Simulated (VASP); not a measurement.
A run of VASP 6.6.1 is set up as follows.

INCAR

```
SYSTEM = Ba
PREC = Accurate ; ENCUT = 520
EDIFF = 1E-6 ; ISMEAR = 0
SIGMA = 0.1 ; LREAL = .False.
LASPH = .True. ; NELM = 80
ALGO = Fast ; ISIF = 2
LWAVE = .False. ; LCHARG = .True.
GGA = PE ; LELF = .True.
LVHAR = .True. ; NBANDS = 11
```

Contents of KPOINTS:

```
Automatic mesh
0
Gamma
  10 10 12
  0 0 0
```

Contents of POSCAR:

```
Ba
1.0
    3.9607334055      0.0000000000      0.0000000000
    0.0000000000      3.9607334055      0.0000000000
    0.0000000000      0.0000000000      3.2459585955
Ba
1
Direct
    0.5000000000      0.5000000000      0.5000000000
```

Potentials or basis: VASP PAW PBE potentials, release 64 (Ba_sv).

Launch:

```console
$ cat potpaw_PBE.64/Ba_sv/POTCAR > POTCAR
$ mpirun -np 1 vasp_std > vasp.out
```

Task: Predict the pressure.

Result: 2.6 GPa.

Task: Predict the band gap on the k mesh.

Result: Zero (bands 5 and 6 overlap by 1.30 eV).

Stress tensor (GPa, compression positive):
```
-0.93  0.00  0.00
 0.00 -0.93  0.00
 0.00  0.00  9.67
```

Caveat: the cell differs from its parent crystal (strained); spin-orbit coupling is left out, which moves the levels of the heavy elements.
